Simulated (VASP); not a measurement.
A run of VASP 6.6.1 is set up as follows.

Contents of INCAR:

```
  ALGO = Normal
  EDIFF = 1E-6
  EDIFFG = -0.01
  ENCUT = 600
  GGA = PS
  IBRION = 2
  ISIF = 3
  ISMEAR = 1
  LASPH = T
  LCHARG = F
  LREAL = F
  LWAVE = F
  NELM = 100
  NSW = 80
  PREC = Accurate
  PSTRESS = 400.0
  SIGMA = 0.05
```

File KPOINTS:

```
k-points
0
Gamma
  8 8 4
```

File POSCAR:

```
HfC
1.0
    3.3428660500      0.0000000000      0.0000000000
   -1.6714330300      2.8950069200      0.0000000000
    0.0000000000      0.0000000000      5.2027140000
Hf C
2 2
Direct
    0.6666666667      0.3333333333      0.7500000000
    0.3333333333      0.6666666667      0.2500000000
    0.0000000000      0.0000000000      0.0000000000
    0.0000000000      0.0000000000      0.5000000000
```

Potentials or basis: VASP PAW PBE potentials, release 64 (Hf_pv, C).

The run is started by

```bash
$ cat potpaw_PBE.64/Hf_pv/POTCAR potpaw_PBE.64/C/POTCAR > POTCAR
$ mpirun -np 1 vasp_std > vasp.out
```

Problem. Predict the relaxed volume.

Solution. 10.76 Å³/atom.

Problem. What does it give for the space group after relaxing (to 0.05 Å)?

Solution. P6_3/mmc (No. 194).

Step by step:
```tsv
step	energy change (eV)	largest force (eV/Å)	pressure (GPa)	volume (Å³)
1	0.0000	0.0000	-7.92	50.35
2	18.0865	0.0000	436.44	27.59
3	0.3191	0.0000	28.86	44.31
4	0.4882	0.0000	36.04	43.47
5	0.5933	0.0000	40.13	43.03
6	0.5591	0.0000	38.85	43.17
7	0.5567	0.0000	38.84	43.17
8	0.5567	0.0000	38.85	43.16
9	0.6688	0.0000	43.02	42.73
10	0.5869	0.0000	40.01	43.04
```

Caveat: the cell is relaxed towards a set pressure, so the enthalpy falls and the energy may rise; the PAW data sets were made with another functional, which shifts forces and pressure a little.
